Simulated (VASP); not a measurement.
Here is a VASP 6.6.1 calculation.

INCAR

```
PREC = Accurate ; ENCUT = 520
EDIFF = 1E-7 ; ISMEAR = 0
SIGMA = 0.1 ; LREAL = F
LASPH = T ; NELM = 60
ALGO = Normal ; ISIF = 2
LWAVE = F ; LCHARG = F
GGA = PE ; NBANDS = 25
```

File KPOINTS:

```
Automatic mesh
0
Gamma
  6 6 6
```

The input POSCAR:

```
Bi2O
1.0
   -1.8005520700      1.8005520700      4.4428082900
    1.8005520700     -1.8005520700      4.4428082900
    1.8005520700      1.8005520700     -4.4428082900
Bi O
2 1
Direct
    0.3332999900      0.3332999900      0.0000000000
    0.6667000100      0.6667000100      0.0000000000
    0.0000000000      0.0000000000      0.0000000000
```

Potentials or basis: VASP PAW PBE potentials, release 64 (Bi_d, O).

The run is started by

```console
$ cat potpaw_PBE.64/Bi_d/POTCAR potpaw_PBE.64/O/POTCAR > POTCAR
$ mpirun -np 1 vasp_std > vasp.out
```

Predict the pressure.

17.3 GPa.

Estimate the largest force.

1.827 eV/Å.

Predict the band gap on the k mesh.

zero (band 18 reaches 10.35 eV, above the bottom of band 19 at 8.51 eV).

Stress tensor (GPa, compression positive):
```
18.64  0.00  0.00
 0.00 18.64  0.00
 0.00  0.00 14.53
```

Caveat: the k points lie up to 0.41 Å⁻¹ apart; spin-orbit coupling is left out, which moves the levels of the heavy elements; forces of over 1 eV/Å act on the atoms, so gaps and moduli don't describe the material at rest.
